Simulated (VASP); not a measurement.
# CaSiH6 in VASP: single point with PBEsol

Aim: the single point of CaSiH6 with PBEsol.

Program: VASP 6.6.1. These are calculated values, not measurements. Logs are shortened: lines on timing, memory, paths and dates and some standing lists are left out, and cuts for length are marked.

## 1. The cell of the first run

The typed cell holds 8 atoms: a = 4.090 Å, b = 4.090 Å, c = 4.090 Å, α = 99.23°, β = 99.23°, γ = 99.22°.

## 2. Single point, PBEsol

Contents of INCAR:

```
SYSTEM = CaSiH6
ALGO     = Normal         ! electronic algorithm
EDIFF    = 1E-6           ! SCF threshold, eV
ENCUT    = 520            ! plane-wave cutoff, eV
GGA      = PS             ! functional
ISIF     = 2              ! what is computed and relaxed
ISMEAR   = -1             ! smearing method
LASPH    = .True.         ! aspherical terms in the spheres
LCHARG   = .False.        ! write CHGCAR
LREAL    = .False.        ! projectors in reciprocal space
LWAVE    = .False.        ! write WAVECAR
NBANDS   = 20             ! bands
NELM     = 100            ! most SCF steps
PREC     = Accurate       ! precision mode
SIGMA    = 0.05           ! smearing width, eV
```

Contents of KPOINTS:

```
k-points
0
Gamma
  4 4 4
  0 0 0
```

Contents of POSCAR:

```
CaSiH6
1.0
    3.1148959602      1.7986497166      1.9460327856
   -3.1149579736      1.7986008460      1.9460633997
   -0.0000736207     -3.5968993096      1.9463757726
Ca Si H
1 1 6
Direct
    0.4964694473      0.4956272610      0.5016271485
   -0.0035295360     -0.0043708770      0.0016282456
    0.9299909316      0.2239481350      0.3324767012
    0.3273386865      0.9291539980      0.2299535444
    0.2247805404      0.3264858079      0.9351614084
    0.0629510259      0.7673116792      0.6707793749
    0.6656016935      0.0621043058      0.7733038638
    0.7681616142      0.6647724247      0.0680960488
```

Potentials or basis: VASP PAW PBE potentials, release 64 (Ca_sv, Si, H).

On the command line:

```console
$ cat potpaw_PBE.64/Ca_sv/POTCAR potpaw_PBE.64/Si/POTCAR potpaw_PBE.64/H/POTCAR > POTCAR
$ mpirun -np 1 vasp_std > vasp.out
```

OUTCAR:

```text
SYSTEM = CaSiH6
   EDIFF = 1E-6
   ENCUT = 520
   GGA = PS
   ISIF = 2
   ISMEAR = -1
   LASPH = .True.
   LREAL = .False.
   NELM = 100
   PREC = Accurate

 ion  position               nearest neighbor table
   1  0.496  0.496  0.502-   2 2.92   2 2.92
   2  0.996  0.996  0.002-   8 1.60   5 1.60   4 1.60   7 1.60   6 1.60   3 1.60   1 2.92   1 2.92

   3  0.930  0.224  0.332-   2 1.60
   4  0.327  0.929  0.230-   2 1.60
   5  0.225  0.326  0.935-   2 1.60
   6  0.063  0.767  0.671-   2 1.60
   7  0.666  0.062  0.773-   2 1.60
   8  0.768  0.665  0.068-   2 1.60

  LATTYP: Found a base centered monoclinic cell.
 ALAT       =    15.9794290541
 B/A-ratio  =     0.3898814136
 C/A-ratio  =     0.3653742540
 COS(beta)  =    -0.9743368945

  Lattice vectors:

 A1 = (   3.1150936077,  -1.7989520990,  -7.7845353576)
 A2 = (   0.0002092548,   3.5965480566,  -7.7848477305)
 A3 = (  -0.0001356341,   0.0003512530,   5.8384719579)

Analysis of symmetry for initial positions (statically):
=====================================================================
 Subroutine PRICEL returns:
 Original cell was already a primitive cell.

 Routine SETGRP: Setting up the symmetry group for a
 base centered monoclinic supercell.

 Subroutine GETGRP returns: Found  2 space group operations
 (whereof  1 operations were pure point group operations)
 out of a pool of  4 trial point group operations.

The static configuration has the point symmetry C_1 .
 The point group associated with its full space group is S_2 .

Analysis of symmetry for dynamics (positions and initial velocities):
=====================================================================
 Subroutine PRICEL returns:
 Original cell was already a primitive cell.

 Routine SETGRP: Setting up the symmetry group for a
 base centered monoclinic supercell.

 Subroutine GETGRP returns: Found  2 space group operations
 (whereof  1 operations were pure point group operations)
 out of a pool of  4 trial point group operations.

The dynamic configuration has the point symmetry C_1 .
 The point group associated with its full space group is S_2 .

 Subroutine INISYM returns: Found  2 space group operations
 (whereof  1 operations are pure point group operations),
 and found     1 'primitive' translations

----------------------------------------------------------------------------------------

                                     Primitive cell

  volume of cell :      65.4168

  direct lattice vectors                    reciprocal lattice vectors
     3.114895960  1.798649717  1.946032786     0.160517522  0.092678529  0.171275845
    -3.114957974  1.798600846  1.946063400    -0.160517293  0.092681064  0.171268387
    -0.000073621 -3.596899310  1.946375773     0.000002296 -0.185328388  0.171288841

  length of vectors
     4.089591819  4.089632127  4.089751007     0.252369966  0.252365689  0.252361801

  position of ions in fractional coordinates (direct lattice)
     0.496469447  0.495627261  0.501627148
     0.996470464  0.995629123  0.001628246
     0.929990932  0.223948135  0.332476701
     0.327338686  0.929153998  0.229953544
     0.224780540  0.326485808  0.935161408
     0.062951026  0.767311679  0.670779375
     0.665601694  0.062104306  0.773303864
     0.768161614  0.664772425  0.068096049

  ion indices of the primitive-cell ions
   primitive index   ion index
                 1           1
                 2           2
                 3           3
                 4           4
                 5           5
                 6           6
                 7           7
                 8           8

----------------------------------------------------------------------------------------

 KPOINTS: k-points

Automatic generation of k-mesh.
 Grid dimensions read from file:
 generate k-points for:    4    4    4

 Generating k-lattice:

  Cartesian coordinates                     Fractional coordinates (reciprocal lattice)
     0.040129380  0.023169632  0.042818961     0.250000000  0.000000000  0.000000000
    -0.040129323  0.023170266  0.042817097     0.000000000  0.250000000 -0.000000000
     0.000000574 -0.046332097  0.042822210    -0.000000000  0.000000000  0.250000000

  Length of vectors
     0.063092491  0.063091422  0.063090450

  Shift w.r.t. Gamma in fractional coordinates (k-lattice)
     0.000000000  0.000000000  0.000000000

 Subroutine IBZKPT returns following result:
 ===========================================

 Found     36 irreducible k-points:

 Following reciprocal coordinates:
            Coordinates               Weight
  0.000000  0.000000  0.000000      1.000000
  0.250000  0.000000  0.000000      2.000000
  0.000000  0.000000 -0.250000      2.000000
  0.500000  0.000000  0.000000      1.000000
  0.000000  0.000000  0.500000      1.000000
  0.000000  0.250000 -0.000000      2.000000
[... 16 lines left out ...]
  0.500000  0.250000  0.250000      2.000000
 -0.250000 -0.250000  0.500000      2.000000
 [... further k-points ...]
   k-points           NKPTS =     36   k-points in BZ     NKDIM =     36   number of bands    NBANDS=     20
   number of dos      NEDOS =    301   number of ions     NIONS =      8
   total plane-waves  NPLWV =  27000
   dimension x,y,z NGX =    30 NGY =   30 NGZ =   30
   dimension x,y,z NGXF=    60 NGYF=   60 NGZF=   60
   ions per type =               1   1   6
   NGX,Y,Z   is equivalent  to a cutoff of  12.20, 12.20, 12.19 a.u.
   NGXF,Y,Z  is equivalent  to a cutoff of  24.39, 24.39, 24.39 a.u.
 SYSTEM =  CaSiH6
   PREC   = accura    normal or accurate (medium, high low for compatibility)
   ISTART =      0    job   : 0-new  1-cont  2-samecut
   ICHARG =      2    charge: 1-file 2-atom 10-const
   ISPIN  =      1    spin polarized calculation?
   LNONCOLLINEAR =      F non collinear calculations
   LSORBIT =      F    spin-orbit coupling
   LASPH  =      T    aspherical Exc in radial PAW
   ENCUT  =  520.0 eV  38.22 Ry    6.18 a.u.   7.60  7.60  7.60*2*pi/ulx,y,z
   NELM   =    100;   NELMIN=  2; NELMDL= -5     # of ELM steps
   EDIFF  = 0.1E-05   stopping-criterion for ELM
   LREAL  =      F    real-space projection
   EDIFFG = 0.1E-04   stopping-criterion for IOM
   NSW    =      0    number of steps for IOM
   IBRION =     -1    ionic relax: 0-MD 1-quasi-New 2-CG
   NFREE  =      0    steps in history (QN), initial steepest desc. (CG)
   ISIF   =      2    stress and relaxation
   ISYM   =      2    0-nonsym 1-usesym 2-fastsym
   POTIM  = 0.5000    time-step for ionic-motion
   TEBEG  =    0.0;   TEEND  =   0.0 temperature during run
   PSTRESS=    0.0 pullay stress
   NELECT =      20.0000    total number of electrons
   NUPDOWN=      -1.0000    fix difference up-down
   EMIN   =  10.00;   EMAX   =-10.00  energy-range for DOS
   EFERMI =   0.00;   METHOD = LEGACY
   ISMEAR =    -1;   SIGMA  =   0.05  broadening in eV -4-tet -1-fermi 0-gaus
   EFERMI_NEDOS =   21; number of points for ismear=-14 and -15
   IALGO  =     38    algorithm
   IMIX   =      4    mixing-type and parameters
     AMIX     =   0.40;   BMIX     =  1.00
     AMIX_MAG =   1.60;   BMIX_MAG =  1.00
  volume/ion in A,a.u.               =       8.18        55.18
  Fermi-wavevector in a.u.,A,eV,Ry     =   1.102863  2.084109 16.548866  1.216307
  Thomas-Fermi vector in A             =   2.239313
   LORBIT       =      0    0 simple, 1 ext, 2 COOP (PROOUT), +10 PAW based schemes
   GGA     = PS    functional components
   LHFCALC =     F    Hartree Fock is set to
   AEXX    =    0.0000 exact exchange contribution
   IVDW    =     0    specifies the selected vdW correction
   LEPSILON=     F    determine dielectric tensor
   LRPA    =     F    only Hartree local field effects (RPA)
 non-spin polarized calculation
  energy-cutoff  :      520.00
  volume of cell :       65.42
 maximum number of plane-waves:      1772
   NGX = 15   NGY = 15   NGZ = 15

 number of electron      19.9999998 magnetization

 Free energy of the ion-electron system (eV)
  ---------------------------------------------------
  ext. energy  EPLUGINS =         0.00000000
  ---------------------------------------------------
  free energy    TOTEN  =       -29.25625831 eV

  energy without entropy =      -29.25625830  energy(sigma->0) =      -29.25625830

 E-fermi :   3.0589     XC(G=0):  -9.6946

 val. band max:        2.2478677349   @ k =   0.0000   0.0000   0.5000
 cond. band min:       3.8134585796   @ k =   0.0000   0.0000   0.0000
 fundamental gap:      1.5655908447
 Fermi energy:         3.0588519400

 k-point     1 :       0.0000    0.0000    0.0000
  band No.  band energies     occupation
      1     -37.2384      2.00000
      2     -18.4052      2.00000
      3     -18.3204      2.00000
      4     -18.3204      2.00000
      5      -8.1688      2.00000
      6      -1.0889      2.00000
[... 12 lines left out ...]
     19      10.8137      0.00000
     20      11.2095      0.00000

 k-point     2 :       0.2500    0.0000    0.0000
  band No.  band energies     occupation
      1     -37.2365      2.00000
      2     -18.4231      2.00000
      3     -18.3431      2.00000
      4     -18.3184      2.00000
      5      -7.7124      2.00000
      6      -2.6968      2.00000
[... 12 lines left out ...]
     19      10.9402      0.00000
     20      12.0561      0.00000

 k-point     3 :       0.0000    0.0000   -0.2500
  band No.  band energies     occupation
      1     -37.2365      2.00000
      2     -18.4231      2.00000
      3     -18.3431      2.00000
      4     -18.3184      2.00000
      5      -7.7124      2.00000
      6      -2.6969      2.00000
[... 12 lines left out ...]
     19      10.9401      0.00000
     20      12.0563      0.00000

 k-point     4 :       0.5000    0.0000    0.0000
  band No.  band energies     occupation
      1     -37.2347      2.00000
      2     -18.4530      2.00000
      3     -18.3528      2.00000
      4     -18.3163      2.00000
      5      -7.0350      2.00000
      6      -4.1111      2.00000
[... 12 lines left out ...]
     19      10.6758      0.00000
     20      13.0372      0.00000

 k-point     5 :       0.0000    0.0000    0.5000
  band No.  band energies     occupation
      1     -37.2347      2.00000
      2     -18.4530      2.00000
      3     -18.3528      2.00000
      4     -18.3163      2.00000
      5      -7.0352      2.00000
      6      -4.1111      2.00000
[... 12 lines left out ...]
     19      10.6758      0.00000
     20      13.0368      0.00000
[... 353 lines left out ...]
      6      -2.2639      2.00000
[... 12 lines left out ...]
     19      11.3530      0.00000
     20      11.7658      0.00000

 k-point    22 :       0.2500    0.2500    0.2500
  band No.  band energies     occupation
      1     -37.2329      2.00000
      2     -18.4318      2.00000
      3     -18.3597      2.00000
      4     -18.3597      2.00000
      5      -6.8087      2.00000
      6      -2.7944      2.00000
[... 12 lines left out ...]
     19      10.8906      0.00000
     20      11.7323      0.00000

 k-point    23 :       0.5000    0.2500    0.2500
  band No.  band energies     occupation
      1     -37.2313      2.00000
      2     -18.4348      2.00000
      3     -18.3817      2.00000
      4     -18.3545      2.00000
      5      -6.6741      2.00000
      6      -3.1310      2.00000
[... 12 lines left out ...]
     19      11.5003      0.00000
     20      11.9460      0.00000

 k-point    24 :      -0.2500   -0.2500    0.5000
  band No.  band energies     occupation
      1     -37.2313      2.00000
      2     -18.4348      2.00000
      3     -18.3817      2.00000
      4     -18.3545      2.00000
      5      -6.6742      2.00000
      6      -3.1310      2.00000
[... 12 lines left out ...]
     19      11.5006      0.00000
     20      11.9460      0.00000

 [... further k-points ...]

------------------------ aborting loop because EDIFF is reached ----------------------------------------

  FORCE on cell =-STRESS in cart. coord.  units (eV):
  Direction    XX          YY          ZZ          XY          YZ          ZX
  --------------------------------------------------------------------------------------
  -------------------------------------------------------------------------------------
  Total       -0.0228853     -0.0242951      0.0229183     -0.0001622      0.0001516      0.0000612
  in kB       -0.5605021     -0.5950316      0.5613113     -0.0039727      0.0037132      0.0014990
  external PRESSURE =      -0.1980742 kB  Pullay stress =       0.0000000 kB

 VOLUME and BASIS-vectors are now :
 -----------------------------------------------------------------------------
  energy-cutoff  :      520.00
  volume of cell :       65.42
      direct lattice vectors                 reciprocal lattice vectors
     3.114895960  1.798649717  1.946032786     0.160517522  0.092678529  0.171275845
    -3.114957974  1.798600846  1.946063400    -0.160517293  0.092681064  0.171268387
    -0.000073621 -3.596899310  1.946375773     0.000002296 -0.185328388  0.171288841

 POSITION                                       TOTAL-FORCE (eV/Angst)
 -----------------------------------------------------------------------------------
      0.00256     -0.01989      2.90702        -0.000000     -0.000000      0.000000
      0.00256      3.57718      3.87989        -0.000000     -0.000000      0.000000
      2.19921      0.87964      2.89273         0.002599      0.000563     -0.005221
     -1.87467      1.43283      2.89278        -0.001783      0.001970     -0.005261
     -0.31689     -2.37216      2.89297        -0.000798     -0.002453     -0.005195
     -2.19411     -0.91941      2.92133        -0.002599     -0.000563      0.005221
      1.87977     -1.47261      2.92128         0.001783     -0.001970      0.005261
      0.32200      2.33238      2.92110         0.000798      0.002453      0.005195
 -----------------------------------------------------------------------------------
    total drift:                                0.000833     -0.000428     -0.002081

  FREE ENERGIE OF THE ION-ELECTRON SYSTEM (eV)
  ---------------------------------------------------
  free  energy   TOTEN  =       -29.2562583097 eV

  energy  without entropy=      -29.2562582951  energy(sigma->0) =      -29.25625830
```

Run time: 78 s. Hardware: 1 thread of Intel Xeon 8259CL, shared host; peak memory 0.2 GiB.

Results:

```yaml
Free_energy: -29.2563 eV
Pressure: 0.0 GPa
Largest_force: 0.006 eV/Å
Band_gap_on_the_k_mesh: 1.57 eV (least direct gap 3.27 eV)
```

Forces in eV/Å, atoms in the order of the input:
```
Ca   0.000  0.000  0.000
Si   0.000  0.000  0.000
H    0.003  0.001 -0.005
H   -0.002  0.002 -0.005
H   -0.001 -0.002 -0.005
H   -0.003 -0.001  0.005
H    0.002 -0.002  0.005
H    0.001  0.002  0.005
```

Levels at points of the mesh, in eV from the valence-band top:
| k point | band 7 | band 8 | band 9 | band 10 | band 11 | band 12 | band 13 | band 14 |
| --- | --- | --- | --- | --- | --- | --- | --- | --- |
| (0.00, 0.00, 0.00) | -2.94 | -2.94 | -1.70 | -1.70 | 1.57 | 4.31 | 4.31 | 5.20 |
| (0.50, 0.00, 0.00) | -3.66 | -3.11 | -0.72 | 0.00 | 3.68 | 3.99 | 4.23 | 4.72 |
| (0.00, 0.00, 0.50) | -3.66 | -3.11 | -0.71 | 0.00 | 3.68 | 3.99 | 4.23 | 4.72 |
| (0.00, 0.50, 0.00) | -3.66 | -3.11 | -0.71 | 0.00 | 3.68 | 3.99 | 4.23 | 4.72 |
| (0.50, 0.50, 0.00) | -4.82 | -2.80 | -2.54 | -0.66 | 2.99 | 4.60 | 5.66 | 5.76 |
| (0.00, 0.50, 0.50) | -4.82 | -2.80 | -2.54 | -0.66 | 2.99 | 4.60 | 5.66 | 5.76 |
| (0.50, 0.00, 0.50) | -4.82 | -2.80 | -2.54 | -0.66 | 2.99 | 4.60 | 5.66 | 5.76 |
| (0.50, 0.50, 0.50) | -4.75 | -4.75 | -2.54 | -2.54 | 4.34 | 5.46 | 5.66 | 5.66 |

Caveat: the PAW data sets were made with another functional, which shifts forces and pressure a little.
